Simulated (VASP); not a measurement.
# Bi (Im-3m) in VASP: notebook

The runs below take Bi through single point, relaxation of cell and atoms, with LDA.

Everything below comes from runs of VASP 6.6.1. Logs are shortened: lines on timing, memory, paths and dates and some standing lists are left out, and cuts for length are marked.

## 1. The cell of the first run

It takes space group Im-3m (No. 229, cubic). The conventional cell has a = 3.780 Å, b = 3.780 Å, c = 3.780 Å, α = 90.00°, β = 90.00°, γ = 90.00°. Within 4.3 Å of Bi (site symmetry m-3m) lie 14 Bi at 3.27 to 3.78 Å.

This isn't the form of Bi at room conditions, which is rhombohedral.

## 2. Single point, LDA

INCAR reads:

```
SYSTEM = Bi
PREC = Accurate ; ENCUT = 500
EDIFF = 1E-6 ; ISMEAR = -1
SIGMA = 0.1 ; LREAL = .False.
LASPH = .True. ; NELM = 120
ALGO = Normal ; ISIF = 2
LWAVE = .False. ; LCHARG = .False.
NBANDS = 14 ; GGA_COMPAT = .False.
```

KPOINTS reads:

```
Automatic mesh
0
Gamma
  14 14 14
  0 0 0
```

POSCAR reads:

```
Bi
1.0
   -1.8902447292      1.8902447292      1.8902447292
    1.8902447292     -1.8902447292      1.8902447292
    1.8902447292      1.8902447292     -1.8902447292
Bi
1
Direct
    0.0000000000      0.0000000000      0.0000000000
```

Potentials or basis: VASP PAW LDA potentials, release 64 (Bi_d).

Started as:

```sh
cat potpaw_LDA.64/Bi_d/POTCAR > POTCAR
mpirun -np 1 vasp_std > vasp.out
```

OUTCAR:

```text
SYSTEM = Bi
   PREC = Accurate
   ENCUT = 500
   EDIFF = 1E-6
   ISMEAR = -1
   LREAL = .False.
   LASPH = .True.
   NELM = 120
   ISIF = 2

 ion  position               nearest neighbor table
   1  0.000  0.000  0.000-

  LATTYP: Found a body centered cubic cell.
 ALAT       =     3.7804894584

  Lattice vectors:

 A1 = (  -1.8902447292,   1.8902447292,   1.8902447292)
 A2 = (   1.8902447292,  -1.8902447292,   1.8902447292)
 A3 = (   1.8902447292,   1.8902447292,  -1.8902447292)

Analysis of symmetry for initial positions (statically):
=====================================================================
 Subroutine PRICEL returns:
 Original cell was already a primitive cell.

 Routine SETGRP: Setting up the symmetry group for a
 body centered cubic supercell.

 Subroutine GETGRP returns: Found 48 space group operations
 (whereof 48 operations were pure point group operations)
 out of a pool of 48 trial point group operations.

The static configuration has the point symmetry O_h .

Analysis of symmetry for dynamics (positions and initial velocities):
=====================================================================
 Subroutine PRICEL returns:
 Original cell was already a primitive cell.

 Routine SETGRP: Setting up the symmetry group for a
 body centered cubic supercell.

 Subroutine GETGRP returns: Found 48 space group operations
 (whereof 48 operations were pure point group operations)
 out of a pool of 48 trial point group operations.

The dynamic configuration has the point symmetry O_h .

 Subroutine INISYM returns: Found 48 space group operations
 (whereof 48 operations are pure point group operations),
 and found     1 'primitive' translations

----------------------------------------------------------------------------------------

                                     Primitive cell

  volume of cell :      27.0156

  direct lattice vectors                    reciprocal lattice vectors
    -1.890244729  1.890244729  1.890244729     0.000000000  0.264516013  0.264516013
     1.890244729 -1.890244729  1.890244729     0.264516013  0.000000000  0.264516013
     1.890244729  1.890244729 -1.890244729     0.264516013  0.264516013  0.000000000

  length of vectors
     3.273999910  3.273999910  3.273999910     0.374082134  0.374082134  0.374082134

  position of ions in fractional coordinates (direct lattice)
     0.000000000  0.000000000  0.000000000

[... 75 lines left out ...]
   EDIFF  = 0.1E-05   stopping-criterion for ELM
   LREAL  =      F    real-space projection
   EDIFFG = 0.1E-04   stopping-criterion for IOM
   NSW    =      0    number of steps for IOM
   IBRION =     -1    ionic relax: 0-MD 1-quasi-New 2-CG
   NFREE  =      0    steps in history (QN), initial steepest desc. (CG)
   ISIF   =      2    stress and relaxation
   ISYM   =      2    0-nonsym 1-usesym 2-fastsym
   POTIM  = 0.5000    time-step for ionic-motion
   TEBEG  =    0.0;   TEEND  =   0.0 temperature during run
   PSTRESS=    0.0 pullay stress
   NELECT =      15.0000    total number of electrons
   NUPDOWN=      -1.0000    fix difference up-down
   EMIN   =  10.00;   EMAX   =-10.00  energy-range for DOS
   EFERMI =   0.00;   METHOD = LEGACY
   ISMEAR =    -1;   SIGMA  =   0.10  broadening in eV -4-tet -1-fermi 0-gaus
   EFERMI_NEDOS =   21; number of points for ismear=-14 and -15
   IALGO  =     38    algorithm
   IMIX   =      4    mixing-type and parameters
     AMIX     =   0.40;   BMIX     =  1.00
     AMIX_MAG =   1.60;   BMIX_MAG =  1.00
  volume/ion in A,a.u.               =      27.02       182.31
  Fermi-wavevector in a.u.,A,eV,Ry     =   1.345552  2.542725 24.633494  1.810511
  Thomas-Fermi vector in A             =   2.473456
   LORBIT       =      0    0 simple, 1 ext, 2 COOP (PROOUT), +10 PAW based schemes
   GGA     = CA    functional components
   LHFCALC =     F    Hartree Fock is set to
   AEXX    =    0.0000 exact exchange contribution
   IVDW    =     0    specifies the selected vdW correction
   LEPSILON=     F    determine dielectric tensor
   LRPA    =     F    only Hartree local field effects (RPA)
 non-spin polarized calculation
  energy-cutoff  :      500.00
  volume of cell :       27.02
 maximum number of plane-waves:       700
   NGX = 11   NGY = 11   NGZ = 11

 number of electron      14.9999999 magnetization

 Free energy of the ion-electron system (eV)
  ---------------------------------------------------
  ext. energy  EPLUGINS =         0.00000000
  ---------------------------------------------------
  free energy    TOTEN  =        -4.43077773 eV

  energy without entropy =       -4.41104697  energy(sigma->0) =       -4.42091235

 E-fermi :   9.5381     XC(G=0): -11.2200

 val. band max:        9.5097947403   @ k =  -0.4286   0.4286   0.2143
 cond. band min:       9.5489641227   @ k =   0.3571   0.1429   0.0000
 fundamental gap:      0.0391693824
 Fermi energy:         9.5380547798

 k-point     1 :       0.0000    0.0000    0.0000
  band No.  band energies     occupation
      1     -13.5535      2.00000
      2     -13.5535      2.00000
      3     -13.5535      2.00000
      4     -13.3466      2.00000
      5     -13.3466      2.00000
      6      -5.0424      2.00000
      7      15.7156      0.00000
      8      15.7156      0.00000
      9      15.7156      0.00000
     10      20.0839      0.00000
     11      20.0839      0.00000
     12      20.0839      0.00000
     13      20.8015      0.00000
     14      22.2632      0.00000
[... 377 lines left out ...]
      1     -13.5725      2.00000
      2     -13.4369      2.00000
      3     -13.4021      2.00000
      4     -13.3400      2.00000
      5     -13.3034      2.00000
      6      -0.5325      2.00000
      7       5.1615      2.00000
      8       6.3943      2.00000
      9      12.1831      0.00000
     10      19.1150      0.00000
     11      20.6474      0.00000
     12      21.2238      0.00000
     13      25.0546      0.00000
     14      27.1789      0.00000

 [... further k-points ...]
[... 5 lines left out ...]
  --------------------------------------------------------------------------------------
  -------------------------------------------------------------------------------------
  Total        1.0743959      1.0743959      1.0743959     -0.0000000     -0.0000000      0.0000000
  in kB       63.7178099     63.7178099     63.7178099     -0.0000000     -0.0000000      0.0000000
  external PRESSURE =      63.7178099 kB  Pullay stress =       0.0000000 kB

 VOLUME and BASIS-vectors are now :
 -----------------------------------------------------------------------------
  energy-cutoff  :      500.00
  volume of cell :       27.02
      direct lattice vectors                 reciprocal lattice vectors
    -1.890244729  1.890244729  1.890244729     0.000000000  0.264516013  0.264516013
     1.890244729 -1.890244729  1.890244729     0.264516013  0.000000000  0.264516013
     1.890244729  1.890244729 -1.890244729     0.264516013  0.264516013  0.000000000

 POSITION                                       TOTAL-FORCE (eV/Angst)
 -----------------------------------------------------------------------------------
      0.00000      0.00000      0.00000         0.000000      0.000000      0.000000
 -----------------------------------------------------------------------------------
    total drift:                                0.000000      0.000000      0.000000

  FREE ENERGIE OF THE ION-ELECTRON SYSTEM (eV)
  ---------------------------------------------------
  free  energy   TOTEN  =        -4.4307777335 eV

  energy  without entropy=       -4.4110469717  energy(sigma->0) =       -4.42091235
```

OSZICAR:

```text
N       E                     dE             d eps       ncg     rms          rms(c)
DAV:   1     0.111856737765E+03    0.11186E+03   -0.74934E+03  2954   0.125E+03
DAV:   2     0.203475635942E+01   -0.10982E+03   -0.10623E+03  3212   0.344E+02
DAV:   3    -0.429416464684E+01   -0.63289E+01   -0.63045E+01  3658   0.782E+01
DAV:   4    -0.443509638212E+01   -0.14093E+00   -0.14090E+00  3604   0.124E+01
DAV:   5    -0.444096467946E+01   -0.58683E-02   -0.58682E-02  4146   0.233E+00    0.522E-01
DAV:   6    -0.443363632127E+01    0.73284E-02   -0.74518E-03  4032   0.127E+00    0.284E-01
DAV:   7    -0.443091639722E+01    0.27199E-02   -0.38848E-03  3888   0.938E-01    0.700E-02
DAV:   8    -0.443077876521E+01    0.13763E-03   -0.35524E-04  3812   0.286E-01    0.664E-03
DAV:   9    -0.443077771062E+01    0.10546E-05   -0.83852E-06  4130   0.389E-02    0.333E-03
DAV:  10    -0.443077773354E+01   -0.22922E-07   -0.36116E-07  2704   0.607E-03
   1 F= -.44307777E+01 E0= -.44209124E+01  d E =-.197308E-01
```

stdout:

```text
POSCAR found type information on POSCAR Bi
 POSCAR found :  1 types and       1 ions
 scaLAPACK will be used
 LDA part: xc-table for (Slater(with rela. corr.)+CA(PZ))
 , standard interpolation
 POSCAR, INCAR and KPOINTS ok, starting setup
 FFT: planning ... GRIDC
 FFT: planning ... GRID_SOFT
 FFT: planning ... GRID
 WAVECAR not read
 entering main loop
```

Wall time 21 s (1 thread of Intel Xeon 8259CL, shared host); peak memory 0.15 GiB.

Results:

- Free energy: -4.4308 eV
- Pressure: 6.4 GPa
- Band gap on the k mesh: zero (an odd number of electrons rules out a gap without spin polarisation)

Caveat: the cell stands under pressure; spin-orbit coupling is left out, which moves the levels of the heavy elements.

## 3. Single point, LDA

INCAR reads:

```
SYSTEM = Bi
ALGO     = Normal         ! electronic algorithm
EDIFF    = 1E-6           ! SCF threshold, eV
ENCUT    = 500            ! plane-wave cutoff, eV
GGA      = CA             ! functional
GGA_COMPAT= .False.      
ISIF     = 2              ! what is computed and relaxed
ISMEAR   = -1             ! smearing method
LASPH    = .True.         ! aspherical terms in the spheres
LCHARG   = .False.        ! write CHGCAR
LREAL    = .False.        ! projectors in reciprocal space
LWAVE    = .False.        ! write WAVECAR
NBANDS   = 14             ! bands
NELM     = 120            ! most SCF steps
PREC     = Accurate       ! precision mode
SIGMA    = 0.1            ! smearing width, eV
```

KPOINTS reads:

```
k-points
0
Gamma
  14 14 14
  0 0 0
```

POSCAR is that of step 2.

Potentials or basis: VASP PAW LDA potentials, release 64 (Bi_d).

Started as:

```sh
cat potpaw_LDA.64/Bi_d/POTCAR > POTCAR
mpirun -np 1 vasp_std > vasp.out
```

Wall time 20 s (1 thread of Intel Xeon 8259CL, shared host); peak memory 0.15 GiB.

It converged, with:

```yaml
Free_energy: -4.4308 eV
Pressure: 6.4 GPa
Band_gap_on_the_k_mesh: zero (an odd number of electrons rules out a gap without spin polarisation)
```

Levels at points of the mesh, in eV from the Fermi level:
| k point | band 3 | band 4 | band 5 | band 6 | band 7 | band 8 | band 9 | band 10 | band 11 | band 12 |
| --- | --- | --- | --- | --- | --- | --- | --- | --- | --- | --- |
| (0.00, 0.00, 0.00) | -23.09 | -22.88 | -22.88 | -14.58 | 6.18 | 6.18 | 6.18 | 10.55 | 10.55 | 10.55 |
| (0.50, 0.00, 0.00) | -22.90 | -22.89 | -22.76 | -10.67 | -5.91 | 1.85 | 3.83 | 6.64 | 8.07 | 13.31 |
| (0.50, 0.50, 0.50) | -22.79 | -22.79 | -22.79 | -7.87 | -2.12 | -2.12 | -2.12 | 3.51 | 3.51 | 15.73 |

Caveat: the cell stands under pressure; spin-orbit coupling is left out, which moves the levels of the heavy elements.

## 4. Relaxation of cell and atoms, LDA, target pressure 6.2 GPa, at which the enthalpy is minimised

INCAR reads:

```
SYSTEM = Bi
PREC     = Accurate       ! precision mode
ENCUT    = 500            ! plane-wave cutoff, eV
EDIFF    = 1E-7           ! SCF threshold, eV
ISMEAR   = -1             ! smearing method
SIGMA    = 0.1            ! smearing width, eV
LREAL    = .FALSE.        ! projectors in reciprocal space
LASPH    = .TRUE.         ! aspherical terms in the spheres
NELM     = 120            ! most SCF steps
ALGO     = Normal         ! electronic algorithm
ISIF     = 3              ! what is computed and relaxed
LWAVE    = .FALSE.        ! write WAVECAR
LCHARG   = .FALSE.        ! write CHGCAR
IBRION   = 2              ! ionic algorithm
NSW      = 32             ! ionic steps
EDIFFG   = -0.005         ! ionic threshold
PSTRESS  = 62.0         
GGA_COMPAT= .FALSE.      
NELMIN   = 4
```

KPOINTS reads:

```
Automatic mesh
0
G
  14 14 14
  0 0 0
```

POSCAR is that of step 3.

Started as:

```sh
cat potpaw_LDA.64/Bi_d/POTCAR > POTCAR
mpirun -np 1 vasp_std > vasp.out
```

It took 32 s on 1 thread of Intel Xeon 8259CL, shared host; peak memory 0.15 GiB.

Results (log left out):

* Free energy: -4.4325 eV
* Relaxed volume: 27.06 Å³/atom
* Relaxed cell: a = 3.276 Å, b = 3.276 Å, c = 3.276 Å, α = 109.47°, β = 109.47°, γ = 109.47°
* Space group after relaxing (to 0.1 Å): Im-3m (No. 229)
* Energy change on relaxing (the run minimises the enthalpy): -1.8 meV/atom
* Ionic steps: 3
* Pressure after relaxing: 6.2 GPa
* Band gap on the k mesh: zero (an odd number of electrons rules out a gap without spin polarisation)

The path:
```tsv
step	energy change (eV)	largest force (eV/Å)	pressure (GPa)	volume (Å³)
1	0.0000	0.0000	6.37	27.02
2	-0.0044	0.0000	5.96	27.13
3	-0.0018	0.0000	6.20	27.06
```

Final structure:
```
Bi
1.0
    -1.89130    1.89130    1.89130
     1.89130   -1.89130    1.89130
     1.89130    1.89130   -1.89130
Bi
1
Direct
  0.00000 0.00000 0.00000
```

Levels at points of the mesh, in eV from the Fermi level:
```csv
k point,band 4,band 5,band 6,band 7,band 8,band 9,band 10,band 11
"(0.00, 0.00, 0.00)",-22.88,-22.88,-14.57,6.16,6.16,6.16,10.55,10.55
"(0.50, 0.00, 0.00)",-22.89,-22.75,-10.67,-5.90,1.84,3.83,6.63,8.06
"(0.50, 0.50, 0.50)",-22.79,-22.79,-7.88,-2.12,-2.12,-2.12,3.51,3.51
```

Caveat: the cell is relaxed towards a set pressure, so the run minimises the enthalpy, not the energy; spin-orbit coupling is left out, which moves the levels of the heavy elements.
